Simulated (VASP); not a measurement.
A run of VASP 6.6.1 is set up as follows.

INCAR

```
SYSTEM = Sb
PREC = Accurate
ENCUT = 520
EDIFF = 1E-8
ISMEAR = -1
SIGMA = 0.03
LREAL = .False.
LASPH = .True.
NELM = 60
ALGO = Normal
ISIF = 2
LWAVE = .False.
LCHARG = .False.
GGA = PS
LEFG = .True.
NBANDS = 8
```

Contents of KPOINTS:

```
Automatic mesh
0
Gamma
  14 14 14
  0 0 0
```

POSCAR

```
Sb
1.0
    0.0000000000      2.3126578636      2.3126578636
    2.3126578636      0.0000000000      2.3126578636
    2.3126578636      2.3126578636      0.0000000000
Sb
1
Direct
    0.0000000000      0.0000000000      0.0000000000
```

Potentials or basis: VASP PAW PBE potentials, release 64 (Sb).

Launch:

```bash
$ cat potpaw_PBE.64/Sb/POTCAR > POTCAR
$ mpirun -np 1 vasp_std > vasp.out
```

(1) Predict the pressure.

## Answers

(1) 4.2 GPa.

Caveat: without QUAD_EFG the Cq values of the log hold for a quadrupole moment of 1 mb, not for the nuclei; the PAW data sets were made with another functional, which shifts forces and pressure a little.
